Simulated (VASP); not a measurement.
# Cd2C (P6mm) in VASP: further runs, part 2 of 2

VASP 6.6.1.

## (4) Relaxation of cell and atoms, PBE

This run uses another cell than the first one, of 20.01 Å³/atom, 1.007 times its volume.

Input file INCAR:

```
SYSTEM = Cd2C
ALGO     = Normal         ! electronic algorithm
EDIFF    = 1E-7           ! SCF threshold, eV
EDIFFG   = -0.04          ! ionic threshold
ENCUT    = 600            ! plane-wave cutoff, eV
GGA      = PE             ! functional
IBRION   = 2              ! ionic algorithm
ISIF     = 3              ! what is computed and relaxed
ISMEAR   = 0              ! smearing method
LASPH    = .TRUE.         ! aspherical terms in the spheres
LCHARG   = .FALSE.        ! write CHGCAR
LREAL    = .FALSE.        ! projectors in reciprocal space
LWAVE    = .FALSE.        ! write WAVECAR
NELM     = 100            ! most SCF steps
NSW      = 90             ! ionic steps
PREC     = Accurate       ! precision mode
SIGMA    = 0.1            ! smearing width, eV
```

Input file KPOINTS:

```
k-points
0
G
  6 6 4
  0 0 0
```

Input file POSCAR:

```
Cd2C
1.0
    3.8571599500      0.0000000000      0.0000000000
   -1.9285799800      3.3403985100      0.0000000000
    0.0000000000      0.0000000000      4.6583432900
Cd C
2 1
Direct
    0.3333333300      0.6666666700      0.0435316500
    0.6666666700      0.3333333300      0.0435316500
    0.0000000000      0.0000000000      0.7633385900
```

Potentials or basis: VASP PAW PBE potentials, release 64 (Cd, C).

Launch:

```
cat potpaw_PBE.64/Cd/POTCAR potpaw_PBE.64/C/POTCAR > POTCAR
mpirun -np 1 vasp_std > vasp.out
```

OUTCAR:

```text
SYSTEM = Cd2C
   EDIFF = 1E-7
   EDIFFG = -0.04
   ENCUT = 600
   GGA = PE
   IBRION = 2
   ISIF = 3
   ISMEAR = 0
   LASPH = .TRUE.
   LREAL = .FALSE.
   NELM = 100
   NSW = 90
   PREC = Accurate

 ion  position               nearest neighbor table
   1  0.333  0.667  0.044-   2 2.23   2 2.23   2 2.23   3 2.58   3 2.58   3 2.58
   2  0.667  0.333  0.044-   1 2.23   1 2.23   1 2.23   3 2.58   3 2.58   3 2.58
   3  0.000  0.000  0.763-   1 2.58   2 2.58   2 2.58   1 2.58   2 2.58   1 2.58

  LATTYP: Found a hexagonal cell.
 ALAT       =     3.8571599500
 C/A-ratio  =     1.2077132788

  Lattice vectors:

 A1 = (   3.8571599500,   0.0000000000,   0.0000000000)
 A2 = (  -1.9285799800,   3.3403985100,   0.0000000000)
 A3 = (   0.0000000000,   0.0000000000,   4.6583432900)

Analysis of symmetry for initial positions (statically):
=====================================================================
 Subroutine PRICEL returns:
 Original cell was already a primitive cell.

 Routine SETGRP: Setting up the symmetry group for a
 hexagonal supercell.

 Subroutine GETGRP returns: Found 12 space group operations
 (whereof 12 operations were pure point group operations)
 out of a pool of 24 trial point group operations.

The static configuration has the point symmetry C_6v.

Analysis of symmetry for dynamics (positions and initial velocities):
=====================================================================
 Subroutine PRICEL returns:
 Original cell was already a primitive cell.

 Routine SETGRP: Setting up the symmetry group for a
 hexagonal supercell.

 Subroutine GETGRP returns: Found 12 space group operations
 (whereof 12 operations were pure point group operations)
 out of a pool of 24 trial point group operations.

The dynamic configuration has the point symmetry C_6v.

 Subroutine INISYM returns: Found 12 space group operations
 (whereof 12 operations are pure point group operations),
 and found     1 'primitive' translations

----------------------------------------------------------------------------------------

                                     Primitive cell

  volume of cell :      60.0202

  direct lattice vectors                    reciprocal lattice vectors
     3.857159950  0.000000000  0.000000000     0.259258110  0.149682740  0.000000000
    -1.928579980  3.340398510  0.000000000     0.000000000  0.299365479  0.000000000
     0.000000000  0.000000000  4.658343290     0.000000000  0.000000000  0.214668593

  length of vectors
     3.857159950  3.857159958  4.658343290     0.299365480  0.299365479  0.214668593

  position of ions in fractional coordinates (direct lattice)
     0.333333330  0.666666670  0.043531650
     0.666666670  0.333333330  0.043531650
     0.000000000  0.000000000  0.763338590

  ion indices of the primitive-cell ions
   primitive index   ion index
                 1           1
                 2           2
                 3           3

----------------------------------------------------------------------------------------

 KPOINTS: k-points

Automatic generation of k-mesh.
 Grid dimensions read from file:
 generate k-points for:    6    6    4

 Generating k-lattice:

  Cartesian coordinates                     Fractional coordinates (reciprocal lattice)
     0.043209685  0.024947123  0.000000000     0.166666667  0.000000000  0.000000000
     0.000000000  0.049894247  0.000000000     0.000000000  0.166666667  0.000000000
     0.000000000  0.000000000  0.053667148     0.000000000  0.000000000  0.250000000

  Length of vectors
     0.049894247  0.049894247  0.053667148

  Shift w.r.t. Gamma in fractional coordinates (k-lattice)
     0.000000000  0.000000000  0.000000000

 Subroutine IBZKPT returns following result:
 ===========================================

 Found     21 irreducible k-points:

 Following reciprocal coordinates:
            Coordinates               Weight
  0.000000  0.000000  0.000000      1.000000
  0.166667 -0.000000  0.000000      6.000000
  0.333333 -0.000000  0.000000      6.000000
  0.500000 -0.000000  0.000000      3.000000
  0.166667  0.166667  0.000000      6.000000
  0.333333  0.166667  0.000000     12.000000
[... 13 lines left out ...]
  0.333333  0.166667  0.500000     12.000000
  0.333333  0.333333  0.500000      2.000000
   k-points           NKPTS =     21   k-points in BZ     NKDIM =     21   number of bands    NBANDS=     18
   number of dos      NEDOS =    301   number of ions     NIONS =      3
   total plane-waves  NPLWV =  40960
   dimension x,y,z NGX =    32 NGY =   32 NGZ =   40
   dimension x,y,z NGXF=    64 NGYF=   64 NGZF=   80
   ions per type =               2   1
   NGX,Y,Z   is equivalent  to a cutoff of  13.79, 13.79, 14.28 a.u.
   NGXF,Y,Z  is equivalent  to a cutoff of  27.58, 27.58, 28.55 a.u.
 SYSTEM =  Cd2C
   PREC   = accura    normal or accurate (medium, high low for compatibility)
   ISTART =      0    job   : 0-new  1-cont  2-samecut
   ICHARG =      2    charge: 1-file 2-atom 10-const
   ISPIN  =      1    spin polarized calculation?
   LNONCOLLINEAR =      F non collinear calculations
   LSORBIT =      F    spin-orbit coupling
   LASPH  =      T    aspherical Exc in radial PAW
   ENCUT  =  600.0 eV  44.10 Ry    6.64 a.u.   7.70  7.70  9.30*2*pi/ulx,y,z
   NELM   =    100;   NELMIN=  2; NELMDL= -5     # of ELM steps
   EDIFF  = 0.1E-06   stopping-criterion for ELM
   LREAL  =      F    real-space projection
   EDIFFG = -.4E-01   stopping-criterion for IOM
   NSW    =     90    number of steps for IOM
   IBRION =      2    ionic relax: 0-MD 1-quasi-New 2-CG
   NFREE  =      1    steps in history (QN), initial steepest desc. (CG)
   ISIF   =      3    stress and relaxation
   ISYM   =      2    0-nonsym 1-usesym 2-fastsym
   POTIM  = 0.5000    time-step for ionic-motion
   TEBEG  =    0.0;   TEEND  =   0.0 temperature during run
   PSTRESS=    0.0 pullay stress
   NELECT =      28.0000    total number of electrons
   NUPDOWN=      -1.0000    fix difference up-down
   EMIN   =  10.00;   EMAX   =-10.00  energy-range for DOS
   EFERMI =   0.00;   METHOD = LEGACY
   ISMEAR =     0;   SIGMA  =   0.10  broadening in eV -4-tet -1-fermi 0-gaus
   EFERMI_NEDOS =   21; number of points for ismear=-14 and -15
   IALGO  =     38    algorithm
   IMIX   =      4    mixing-type and parameters
     AMIX     =   0.40;   BMIX     =  1.00
     AMIX_MAG =   1.60;   BMIX_MAG =  1.00
  volume/ion in A,a.u.               =      20.01       135.01
  Fermi-wavevector in a.u.,A,eV,Ry     =   1.269682  2.399351 21.933856  1.612093
  Thomas-Fermi vector in A             =   2.402710
   LORBIT       =      0    0 simple, 1 ext, 2 COOP (PROOUT), +10 PAW based schemes
   GGA     = PE    functional components
   LHFCALC =     F    Hartree Fock is set to
   AEXX    =    0.0000 exact exchange contribution
   IVDW    =     0    specifies the selected vdW correction
   LEPSILON=     F    determine dielectric tensor
   LRPA    =     F    only Hartree local field effects (RPA)
 conjugate gradient relaxation of ions
 non-spin polarized calculation
 Gauss-broadening in eV      SIGMA  =   0.10
  energy-cutoff  :      600.00
  volume of cell :       60.02
 maximum number of plane-waves:      2034
 NGX is ok and might be reduce to    32
   NGX = 15   NGY = 15   NGZ = 19

--------------------------------------- Ionic step        1  -------------------------------------------

 number of electron      27.9999997 magnetization

 Free energy of the ion-electron system (eV)
  ---------------------------------------------------
  ext. energy  EPLUGINS =         0.00000000
  ---------------------------------------------------
  free energy    TOTEN  =        -1.10627711 eV

  energy without entropy =       -1.09270441  energy(sigma->0) =       -1.09949076

------------------------ aborting loop because EDIFF is reached ----------------------------------------

  FORCE on cell =-STRESS in cart. coord.  units (eV):
  Direction    XX          YY          ZZ          XY          YZ          ZX
  --------------------------------------------------------------------------------------
  -------------------------------------------------------------------------------------
  Total       24.0075828     24.0075829     -3.6155497     -0.0000000      0.0000000      0.0000000
  in kB      640.8576863    640.8576889    -96.5133728     -0.0000010      0.0000000      0.0000000
  external PRESSURE =     395.0673342 kB  Pullay stress =       0.0000000 kB
[... 979 lines left out ...]
      5      -7.5464      2.00000
      6      -7.5464      2.00000
[... 10 lines left out ...]
     17       5.1217      0.00000
     18       5.8523      0.00000

[... ionic steps 4 to 9 ...]

--------------------------------------- Ionic step       10  -------------------------------------------

 number of electron      28.0000001 magnetization

------------------------ aborting loop because EDIFF is reached ----------------------------------------
[... 69 lines left out ...]
--------------------------------------- Ionic step       12  -------------------------------------------

 number of electron      27.9999991 magnetization

 Free energy of the ion-electron system (eV)
  ---------------------------------------------------
  ext. energy  EPLUGINS =         0.00000000
  ---------------------------------------------------
  free energy    TOTEN  =        -5.40157784 eV

  energy without entropy =       -5.38890498  energy(sigma->0) =       -5.39524141

 E-fermi :   1.9924     XC(G=0): -10.2679

 val. band max:        1.9751985567   @ k =   0.0000   0.0000   0.5000
 cond. band min:       2.0228221630   @ k =   0.1667  -0.0000   0.2500
 fundamental gap:      0.0476236062
 Fermi energy:         1.9924489298
[... 469 lines left out ...]
  FREE ENERGIE OF THE ION-ELECTRON SYSTEM (eV)
  ---------------------------------------------------
  free  energy   TOTEN  =        -5.4015778372 eV

  energy  without entropy=       -5.3889049777  energy(sigma->0) =       -5.39524141

 reached required accuracy - stopping structural energy minimisation
```

Wall time 4 min (1 thread of Oxide Virtual Turin-like, shared host); peak memory 0.18 GiB.

What came out:

| Item | Value |
| --- | --- |
| Free energy | -5.4016 eV |
| Relaxed volume | 20.06 Å³/atom |
| Relaxed cell | a = 4.608 Å, b = 4.608 Å, c = 3.272 Å, α = 90.00°, β = 90.00°, γ = 120.00° |
| Space group after relaxing (to 0.05 Å) | P6mm (No. 183) |
| Energy gained by relaxing | 1431.8 meV/atom |
| Ionic steps | 12 |
| Pressure after relaxing | -0.1 GPa |
| Largest force after relaxing | 0.018 eV/Å |
| Band gap on the k mesh | zero (band 14 reaches 3.36 eV, above the bottom of band 15 at 1.67 eV) |

Forces on the atoms (eV/Å):
```
Cd   0.000  0.000  0.009
Cd   0.000  0.000  0.009
C    0.000  0.000 -0.018
```

Step by step:
```tsv
step	energy change (eV)	largest force (eV/Å)	pressure (GPa)	volume (Å³)
1	0.0000	1.6145	39.51	60.02
2	-2.2141	0.9632	-7.68	108.60
3	-3.4140	1.6619	-2.94	82.53
4	-3.4144	1.6757	-2.67	82.06
5	-3.7033	1.3518	-2.46	78.29
6	-4.1765	0.2384	-1.07	67.01
7	-4.2761	0.0358	0.20	61.73
8	-4.2841	0.0521	1.89	58.09
9	-4.2887	0.0236	1.08	59.58
10	-4.2890	0.0129	-1.36	61.30
11	-4.2947	0.0154	-0.21	60.43
12	-4.2953	0.0179	-0.11	60.17
```

Final structure:
```yaml
crystal:
  lattice:
    - [4.60785, 0.00000, 0.00000]
    - [-2.30392, 3.99051, 0.00000]
    - [0.00000, 0.00000, 3.27211]
  atoms:
    - { symbol: Cd, position: [0.33333, 0.66667, 0.98558] }
    - { symbol: Cd, position: [0.66667, 0.33333, 0.98558] }
    - { symbol: C, position: [0.00000, 0.00000, 0.87925] }
```

## (5) Single point, PBE, collinear spin, ferromagnetic start

This run uses another cell than the first one, of 20.01 Å³/atom, 1.007 times its volume.

Input file INCAR:

```
SYSTEM = Cd2C
PREC = Accurate ; ENCUT = 520
EDIFF = 1E-7 ; ISMEAR = 0
SIGMA = 0.1 ; LREAL = .False.
LASPH = .True. ; NELM = 150
ALGO = Normal ; ISIF = 2
LWAVE = .False. ; LCHARG = .False.
ISPIN = 2 ; MAGMOM = 0 0 1
LORBIT = 11 ; GGA = PE
NBANDS = 25
```

Input file KPOINTS:

```
Automatic mesh
0
Gamma
  6 6 4
  0 0 0
```

POSCAR is that of step 4.

Launch:

```
cat potpaw_PBE.64/Cd/POTCAR potpaw_PBE.64/C/POTCAR > POTCAR
mpirun -np 1 vasp_std > vasp.out
```

It took 88 s on 1 thread of Oxide Virtual Turin-like, shared host; peak memory 0.19 GiB.

The run converged. Its results:

| Item | Value |
| --- | --- |
| Free energy | -1.1066 eV |
| Pressure | 39.6 GPa |
| Largest force | 1.630 eV/Å |
| Net moment | 0.11 μB per cell |
| Site moments | Cd +0.00; C +0.05 μB |
| Valence electrons inside the program's atomic spheres | Cd 10.76; C 2.09 |

Forces in eV/Å, atoms in the order of the input:
```
Cd   0.000  0.000 -0.815
Cd   0.000  0.000 -0.815
C    0.000  0.000  1.630
```

Stress tensor (GPa, compression positive):
```
64.22  0.00  0.00
 0.00 64.22  0.00
 0.00  0.00 -9.55
```

Levels at points of the mesh, in eV from the Fermi level:
Spin up:
```tsv
k point	band 10	band 11	band 12	band 13	band 14	band 15	band 16	band 17	band 18	band 19
(0.00, 0.00, 0.00)	-8.73	-8.42	-4.31	-0.79	0.37	0.37	2.99	5.86	5.86	8.34
(0.50, 0.00, 0.00)	-8.28	-8.08	-5.01	-1.85	-1.41	0.99	1.01	5.50	5.96	6.18
(0.00, 0.00, 0.50)	-8.74	-8.40	-5.59	0.42	0.42	1.01	2.02	6.30	6.30	10.16
(0.50, 0.00, 0.50)	-8.18	-8.08	-4.62	-2.86	-1.15	-0.69	2.42	4.68	4.80	7.00
```
Spin down:
| k point | band 10 | band 11 | band 12 | band 13 | band 14 | band 15 | band 16 | band 17 | band 18 | band 19 |
| --- | --- | --- | --- | --- | --- | --- | --- | --- | --- | --- |
| (0.00, 0.00, 0.00) | -8.73 | -8.42 | -4.26 | -0.73 | 0.51 | 0.51 | 3.01 | 5.88 | 5.88 | 8.38 |
| (0.50, 0.00, 0.00) | -8.28 | -8.08 | -4.97 | -1.80 | -1.31 | 1.04 | 1.08 | 5.56 | 5.97 | 6.22 |
| (0.00, 0.00, 0.50) | -8.74 | -8.40 | -5.55 | 0.55 | 0.55 | 1.07 | 2.06 | 6.31 | 6.31 | 10.18 |
| (0.50, 0.00, 0.50) | -8.15 | -8.08 | -4.58 | -2.82 | -1.05 | -0.64 | 2.47 | 4.73 | 4.82 | 7.10 |

Caveat: forces of over 1 eV/Å act on the atoms, so gaps and moduli don't describe the material at rest.

## (6) Relaxation of cell and atoms, PBE

Input file INCAR:

```
  PREC = Accurate
  ENCUT = 600
  EDIFF = 1E-7
  ISMEAR = 0
  SIGMA = 0.1
  LREAL = F
  LASPH = T
  NELM = 100
  ALGO = Normal
  ISIF = 3
  LWAVE = F
  LCHARG = F
  GGA = PE
  IBRION = 2
  NSW = 90
  EDIFFG = -0.04
```

Input file KPOINTS:

```
regular mesh
0
Gamma
  6 6 6
```

Input file POSCAR:

```
Cd2C
1.0
    4.5987359662      0.0000000000      0.0000000000
   -2.2993679831      3.9826221720      0.0000000000
    0.0000000000      0.0000000000      3.2530663303
Cd C
2 1
Direct
    0.3333333333      0.6666666667      0.9906483242
    0.6666666667      0.3333333333      0.9906483242
    0.0000000000      0.0000000000      0.8691052416
```

Potentials or basis: VASP PAW PBE potentials, release 64 (Cd, C).

Launch:

```
cat potpaw_PBE.64/Cd/POTCAR potpaw_PBE.64/C/POTCAR > POTCAR
mpirun -np 1 vasp_std > vasp.out
```

It took 15 min on 1 thread of Oxide Virtual Turin-like, shared host; peak memory 0.19 GiB.

It converged, with:

```
Free energy                            : -5.5419 eV
Relaxed volume                         : 19.07 Å³/atom
Relaxed cell                           : a = 4.691 Å, b = 4.691 Å, c = 3.003 Å, α = 90.00°, β = 90.00°, γ = 120.00°
Space group after relaxing (to 0.05 Å) : P6mm (No. 183)
Energy gained by relaxing              : 34.4 meV/atom
Ionic steps                            : 17
Pressure after relaxing                : 0.0 GPa
Largest force after relaxing           : 0.013 eV/Å
Band gap on the k mesh                 : zero (band 14 reaches 4.13 eV, above the bottom of band 15 at 1.94 eV)
```

Forces in eV/Å, atoms in the order of the input:
```
Cd   0.000  0.000  0.007
Cd   0.000  0.000  0.007
C    0.000  0.000 -0.013
```

Stress tensor (GPa, compression positive):
```
 0.00  0.00  0.00
 0.00  0.00  0.00
 0.00  0.00 -0.12
```

Step by step:
```tsv
step	energy change (eV)	largest force (eV/Å)	pressure (GPa)	volume (Å³)
1	0.0000	0.0246	0.52	59.58
2	-0.0294	0.0970	-0.94	60.12
3	-0.0393	0.1461	-2.13	60.57
4	-0.0602	0.1567	-1.68	59.29
5	-0.0718	0.1631	-0.98	57.82
6	-0.0720	0.1637	-0.82	57.54
7	-0.0770	0.1486	0.05	56.88
8	-0.0772	0.1448	0.27	56.73
9	-0.0790	0.1406	0.21	56.83
10	-0.0837	0.1283	0.03	57.13
11	-0.0902	0.1019	-0.32	57.73
12	-0.0912	0.0369	-1.04	58.94
13	-0.0928	0.0679	-0.71	58.39
14	-0.0947	0.0609	-0.61	58.25
15	-0.0990	0.0393	-0.29	57.84
16	-0.1022	0.0053	0.36	57.02
17	-0.1033	0.0133	-0.04	57.21
```

Final structure:
```cif
data_structure
_symmetry_space_group_name_H-M 'P 1'
_symmetry_Int_Tables_number 1
_cell_length_a 4.6905
_cell_length_b 4.6905
_cell_length_c 3.0028
_cell_angle_alpha 90.000
_cell_angle_beta 90.000
_cell_angle_gamma 120.000
_cell_volume 57.21
loop_
_atom_site_label
_atom_site_type_symbol
_atom_site_fract_x
_atom_site_fract_y
_atom_site_fract_z
_atom_site_occupancy
Cd1 Cd 0.33333 0.66667 0.94724 1
Cd2 Cd 0.66667 0.33333 0.94724 1
C1 C 0.00000 0.00000 0.95592 1
```

Levels at points of the mesh, in eV from the Fermi level:
```
           k point  band 10  band 11  band 12  band 13  band 14  band 15  band 16  band 17  band 18
(0.00, 0.00, 0.00)    -8.23    -8.23    -4.13    -0.76    -0.76     1.72     1.72     1.90     2.61
(0.50, 0.00, 0.00)    -8.17    -8.10    -6.07    -2.75    -2.09     2.10     2.42     4.91     6.21
(0.00, 0.00, 0.50)    -7.84    -7.45    -3.44    -0.42     0.13     0.13     1.34     4.87     4.87
(0.50, 0.00, 0.50)    -7.88    -7.32    -2.84    -1.63    -1.25    -0.26     1.73     2.27     4.27
```

## (7) Overview

```csv
task,spin,cell,k mesh,cutoff (eV),gap on the mesh (eV),pressure (GPa),relaxed volume (Å³/atom),largest force (eV/Å)
single point,off,"a = 4.599, b = 4.599, c = 3.253 Å, angles 90.0, 90.0, 120.0°, 3 atoms",6 × 6 × 4,520,none,0.4,-,0.01
single point,off,"a = 3.857, b = 3.857, c = 4.658 Å, angles 90.0, 90.0, 120.0°, 3 atoms",6 × 6 × 4,520,none,39.6,-,1.61
relaxation of cell and atoms,off,"relaxed from a = 3.857, b = 3.857, c = 4.658 Å, angles 90.0, 90.0, 120.0°, 3 atoms",6 × 6 × 4,600,none,-0.1,20.06,0.02
single point,"collinear, ferromagnetic start","a = 3.857, b = 3.857, c = 4.658 Å, angles 90.0, 90.0, 120.0°, 3 atoms",6 × 6 × 4,520,none,39.6,-,1.63
relaxation of cell and atoms,off,"relaxed from a = 4.599, b = 4.599, c = 3.253 Å, angles 90.0, 90.0, 120.0°, 3 atoms",6 × 6 × 6,600,none,0.0,19.07,0.01
```

Alike in all rows: level PBE; potentials or basis VASP PAW PBE potentials, release 64 (Cd, C); smearing gaussian 0.1 eV.

Caveats: some runs use coarse meshes; forces of over 1 eV/Å act on the atoms, so gaps and moduli don't describe the material at rest (some runs).

Total energies depend on the potentials used, so only differences within one code and one set of settings carry meaning.
